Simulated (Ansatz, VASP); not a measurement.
## HfO2 in VASP and in Ansatz

The input POSCAR:

```
HfO2
1.0
    0.0000000000      2.5291823194      2.5291823194
    2.5291823194      0.0000000000      2.5291823194
    2.5291823194      2.5291823194      0.0000000000
Hf O
1 2
Direct
    0.0000000000      0.0000000000      0.0000000000
    0.2500000000      0.2500000000      0.2500000000
    0.7500000000      0.7500000000      0.7500000000
```

INCAR.step1

```
SYSTEM = HfO2
PREC = Accurate ; ENCUT = 520
EDIFF = 1E-5 ; ISMEAR = 0
SIGMA = 0.01 ; LREAL = .FALSE.
LASPH = .TRUE. ; NELM = 100
ALGO = Normal ; ISIF = 2
LWAVE = .TRUE. ; LCHARG = .FALSE.
NBANDS = 18 ; GGA = PE
```

INCAR.step2

```
SYSTEM = HfO2
PREC = Accurate ; ENCUT = 520
EDIFF = 1E-7 ; ISMEAR = 0
SIGMA = 0.01 ; LREAL = .FALSE.
LASPH = .TRUE. ; NELM = 100
ALGO = Normal ; ISIF = 2
LWAVE = .FALSE. ; LCHARG = .FALSE.
GGA = PE ; LHFCALC = .TRUE.
AEXX = 1.0 ; PRECFOCK = Normal
NBANDS = 18 ; ISTART = 1
ALDAC = 1.0 ; AGGAC = 1.0
```

KPOINTS

```
regular mesh
0
G
  4 4 4
  0 0 0
```

Input for Ansatz:

```yaml
crystal:
  lattice:
    - [0.0, 2.5291823194, 2.5291823194]
    - [2.5291823194, 0.0, 2.5291823194]
    - [2.5291823194, 2.5291823194, 0.0]
  atoms:
    - { symbol: Hf, position: [0.0, 0.0, 0.0] }
    - { symbol: O, position: [0.25, 0.25, 0.25] }
    - { symbol: O, position: [0.75, 0.75, 0.75] }
kpoints:
  mp_grid: { grid: [4, 4, 4] }
hamiltonian:
  xc: { exchange: pbe, correlation: pbe, exx: { coeff: 1.0 } }
scf:
  occupations: { method: fixed }
  n_extra_bands: 4
output:
  forces: true
  stress: true
  eigenvalues: true
```

Alike in both runs: task single point; functional PBE-based global hybrid; k mesh 4 × 4 × 4; no spin polarisation.

```csv
,VASP,Ansatz
version,VASP 6.6.1,Ansatz 0.2.0
potentials or method,"VASP PAW PBE potentials, release 64 (Hf_pv, O)",plane waves
plane-wave cutoff (eV),520,420
occupations,"gaussian, width 0.01 eV",fixed
valence electrons in the cell,22,38
```

VASP gave:

| Quantity | Value |
| --- | --- |
| gap on the k mesh at the Fermi level (eV) | 13.63 |
| pressure (GPa) | -25.1 |

Which values does Ansatz return?

gap on the k mesh at the Fermi level (eV): 13.80; pressure (GPa): -16.2.

VASP's potentials were made for PBE, not for PBE-based global hybrid. One of these differences is far larger than is usual between the two programs; its cause wasn't traced. VASP's potentials hold 22 valence electrons a cell and Ansatz's 38, so a difference there can come from the potentials and not from the codes. Ansatz's warnings: stress exchange threshold loose, stress scf threshold loose.

The k mesh is coarse, so the values compare programs but aren't converged. Spin-orbit coupling is off throughout.
